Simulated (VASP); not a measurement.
Wanted: the native input for a VASP 6.6.1 run.

- Task: single point
- Functional: LDA
- Potentials or basis: VASP PAW LDA potentials, release 64 (Re)
- Cutoff: 520 eV
- k mesh: 14 × 14 × 8
- Occupations: fermi-dirac, width 0.1 eV
- Spin: no spin polarisation
- Dipole correction: no
- Further INCAR settings: ALGO = Normal; EDIFF = 1e-06; NBANDS = 14

The structure of Re lies in POSCAR:

```
Re
1.0
    2.7381459522      0.0000000000      0.0000000000
   -1.3690729761      2.3713039539      0.0000000000
    0.0000000000      0.0000000000      4.4169120289
Re
2
Direct
    0.3333333333      0.6666666667      0.2500000000
    0.6666666667      0.3333333333      0.7500000000
```

These files were run (other wordings do the same):

INCAR

```
PREC = Accurate
ENCUT = 520
EDIFF = 1E-6
ISMEAR = -1
SIGMA = 0.1
LREAL = False
LASPH = True
NELM = 100
ALGO = Normal
ISIF = 2
LWAVE = False
LCHARG = False
GGA = CA
NBANDS = 14
```

KPOINTS

```
Automatic mesh
0
Gamma
  14 14 8
```

Potentials or basis: VASP PAW LDA potentials, release 64 (Re).

Run with:

```bash
$ cat potpaw_LDA.64/Re/POTCAR > POTCAR
$ mpirun -np 1 vasp_std > vasp.out
```

Results of the run:

```
Pressure               : 1.6 GPa
Band gap on the k mesh : zero (band 7 reaches 9.77 eV, above the bottom of band 8 at 6.36 eV)
```

Caveat: spin-orbit coupling is left out, which moves the levels of the heavy elements.

Run time: 26 s on 1 thread of Intel(R) Xeon(R) Platinum 8488C (Sapphire Rapids) (shared host), peak memory 0.15 GiB.
